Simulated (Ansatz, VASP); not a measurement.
Given: the input of a run of Ansatz 0.2.0 on AlN.

Contents of input.yaml:

```yaml
crystal:
  lattice:
    - [3.092106753, 0.0, 0.0]
    - [-1.5460533765, 2.6778429994, 0.0]
    - [0.0, 0.0, 4.9475694625]
  atoms:
    - { symbol: Al, position: [0.666912, 0.336236, 0.499843] }
    - { symbol: Al, position: [0.326894, 0.667847, -0.00186] }
    - { symbol: "N", position: [0.669661, 0.33311, 0.877958] }
    - { symbol: "N", position: [0.336942, 0.669296, 0.382852] }
hamiltonian:
  xc: revpbe
  pseudopotentials: { kind: paw }
kpoints:
  mp_grid: { grid: [10, 10, 6] }
scf:
  occupations: { method: gaussian, width: 0.05 }
output:
  forces: true
  stress: true
  eigenvalues: true
```

Potentials or basis: Ansatz PAW.

Run with:

```sh
$ ansatz run input.yaml --threads 1 --pin off --max-ram 3584MiB --backend cpu --events-out ev --progress --plain --runs-dir out
```

Problem. Translate it to VASP 6.6.1. Potentials there: VASP PAW PBE potentials, release 64 (Al, N).

Solution. As run (the cutoff follows the program's own potentials):

Contents of INCAR:

```
SYSTEM = AlN
PREC = Accurate
ENCUT = 520
EDIFF = 1E-6
ISMEAR = 0
SIGMA = 0.05
LREAL = .FALSE.
LASPH = .TRUE.
NELM = 100
ALGO = Normal
ISIF = 2
LWAVE = .FALSE.
LCHARG = .FALSE.
GGA = RE
NBANDS = 16
```

The input KPOINTS:

```
regular mesh
0
G
  10 10 6
  0 0 0
```

The input POSCAR:

```
AlN
1.0
    3.0921067530      0.0000000000      0.0000000000
   -1.5460533765      2.6778429994      0.0000000000
    0.0000000000      0.0000000000      4.9475694625
Al N
2 2
Direct
    0.6669120000      0.3362360000      0.4998430000
    0.3268940000      0.6678470000     -0.0018600000
    0.6696610000      0.3331100000      0.8779580000
    0.3369420000      0.6692960000      0.3828520000
```

Potentials or basis: VASP PAW PBE potentials, release 64 (Al, N).

Command:

```sh
$ cat potpaw_PBE.64/Al/POTCAR potpaw_PBE.64/N/POTCAR > POTCAR
$ mpirun -np 1 vasp_std > vasp.out
```

Both were run:

|  | VASP | Ansatz | Ansatz less VASP |
| --- | --- | --- | --- |
| gap on the k mesh at the Fermi level (eV) | 4.41 | 4.38 | -0.023 |
| least direct gap on the mesh (eV) | 4.41 | 4.38 | -0.023 |
| pressure (GPa) | 10.5 | 11.0 | +0.58 |
| traceless stress, the component that is largest in VASP (GPa) | 0.99 | 0.99 | +0.004 |
| rms of the force components (eV/Å) | 0.263 | 0.263 | +0.0001 |

VASP's potentials were made for PBE, not for revPBE. Atom by atom the forces differ by 0.001 eV/Å (rms over components).
